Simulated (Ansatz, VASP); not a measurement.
## Two plane-wave programs on Os

```
Os
1.0
     1.72210   -2.51470    0.00000
     1.72210    2.51470    0.00000
    -1.09966    0.00000    1.61542
Os
1
Cartesian
  1.1723 0.0000 0.8077
```

Alike in both runs: task relaxation of cell and atoms; functional PBE; k mesh 8 × 8 × 10; occupations gaussian, width 0.1 eV; no spin polarisation.

```csv
,VASP,Ansatz
version,VASP 6.6.1,Ansatz 0.2.0
potentials or method,"VASP PAW PBE potentials, release 64 (Os), cutoff 600 eV","scalar-relativistic, plane waves, PAW"
valence electrons in the cell,8,16
```

|  | VASP | Ansatz | Ansatz less VASP |
| --- | --- | --- | --- |
| gap on the k mesh at the Fermi level, each at its own relaxed structure (eV) | none | none | - |
| relaxed volume (Å³/atom) | 14.33 | 14.34 | +0.008 |
| relaxed cell length with the largest relative difference (Å) | 2.729 | 2.731 | +0.0016 |

A gap of «none» marks a metal or a gap that the smearing closes. VASP's potentials hold 8 valence electrons a cell and Ansatz's 16, so a difference there can come from the potentials and not from the codes.

The k mesh is coarse, so the values compare programs but aren't converged. Spin-orbit coupling is off throughout.
